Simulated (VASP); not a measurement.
P: electric field gradients with PBE

Crystal: P.

```
CELL_PARAMETERS angstrom
2.78654 0.00000 0.00000
-1.39327 2.41322 0.00000
0.00000 0.00000 4.58769
ATOMIC_POSITIONS crystal
P 0.33333 0.66667 0.25000
P 0.66667 0.33333 0.75000
```

This cell differs from its parent crystal: x and y stretched by +3 %, z held.

```yaml
Program: VASP 6.6.1
Task: electric field gradients
Functional: PBE
Potentials_or_basis: VASP PAW PBE potentials, release 64 (P)
Cutoff: 520 eV
k_mesh: 15 × 15 × 8
Occupations: fermi-dirac, width 0.05 eV
Spin: no spin polarisation
Dipole_correction: no
Further_INCAR_settings: ALGO = Normal; EDIFF = 1e-08; NBANDS = 12
```

| Quantity | Value |
| --- | --- |
| Pressure | -5.0 GPa |
| Band gap on the k mesh | zero (band 5 reaches 14.27 eV, above the bottom of band 6 at 4.59 eV) |

Stress tensor (GPa, compression positive):
```
-6.09  0.00  0.00
 0.00 -6.09  0.00
 0.00  0.00 -2.73
```

Levels at points of the mesh, in eV from the Fermi level:
```csv
k point,band 2,band 3,band 4,band 5,band 6,band 7,band 8,band 9
"(0.00, 0.00, 0.00)",-10.42,-7.59,4.40,4.40,6.07,6.07,6.18,10.02
"(0.00, 0.00, 0.50)",-14.12,-1.01,-1.01,5.29,5.29,5.29,5.29,11.02
```

Electric field gradients, principal values (V/Å²):
| atom | least | middle | greatest (by size) |
| --- | --- | --- | --- |
| 1 P | 0.945 | 0.946 | -1.891 |
| 2 P | 0.945 | 0.946 | -1.891 |

Run time: 25 s on 1 thread of Intel(R) Xeon(R) Platinum 8488C (Sapphire Rapids) (shared host), peak memory 0.17 GiB.

Caveat: the cell differs from its parent crystal (x and y stretched by +3 %, z held); without QUAD_EFG the Cq values of the log hold for a quadrupole moment of 1 mb, not for the nuclei.
